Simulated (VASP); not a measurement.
Write the native input for VASP 6.6.1 that does the following.

- Task: dielectric tensor
- Functional: PBE
- Potentials or basis: VASP PAW PBE potentials, release 64 (Ga_d, P)
- Cutoff: 520 eV
- k mesh: 9 × 9 × 9
- Occupations: gaussian, width 0.01 eV
- Spin: no spin polarisation
- Dipole correction: no
- Further INCAR settings: ALGO = Normal; EDIFF = 1e-08

The structure of GaP lies in POSCAR:

```
GaP
1.0
    0.0000000000      2.7252500000      2.7252500000
    2.7252500000      0.0000000000      2.7252500000
    2.7252500000      2.7252500000      0.0000000000
Ga P
1 1
Direct
    0.0000000000      0.0000000000      0.0000000000
    0.2500000000      0.2500000000      0.2500000000
```

The input as run:

INCAR

```
SYSTEM = GaP
PREC     = Accurate       ! precision mode
ENCUT    = 520            ! plane-wave cutoff, eV
EDIFF    = 1E-8           ! SCF threshold, eV
ISMEAR   = 0              ! smearing method
SIGMA    = 0.01           ! smearing width, eV
LREAL    = .False.        ! projectors in reciprocal space
LASPH    = .True.         ! aspherical terms in the spheres
NELM     = 60             ! most SCF steps
ALGO     = Normal         ! electronic algorithm
ISIF     = 2              ! what is computed and relaxed
LWAVE    = .False.        ! write WAVECAR
LCHARG   = .False.        ! write CHGCAR
GGA      = PE             ! functional
LEPSILON = .True.         ! dielectric tensor by DFPT
```

KPOINTS

```
regular mesh
0
Gamma
  9 9 9
  0 0 0
```

Potentials or basis: VASP PAW PBE potentials, release 64 (Ga_d, P).

Launch:

```sh
$ cat potpaw_PBE.64/Ga_d/POTCAR potpaw_PBE.64/P/POTCAR > POTCAR
$ mpirun -np 1 vasp_std > vasp.out
```

It gave:

```yaml
Band_gap_on_the_k_mesh: 1.60 eV (least direct gap 1.83 eV)
Electronic_dielectric_tensor_diagonal: 10.84
Born_charges_mean_of_the_diagonal: Ga +2.20; P -2.20 e
```

Caveat: an odd mesh through Γ misses points on the zone boundary, where band edges can lie.

It took 7.9 min on 1 thread of Intel(R) Xeon(R) Platinum 8259CL CPU @ 2.50GHz (Skylake/Cascade Lake), on a shared host, peak memory 0.31 GiB.
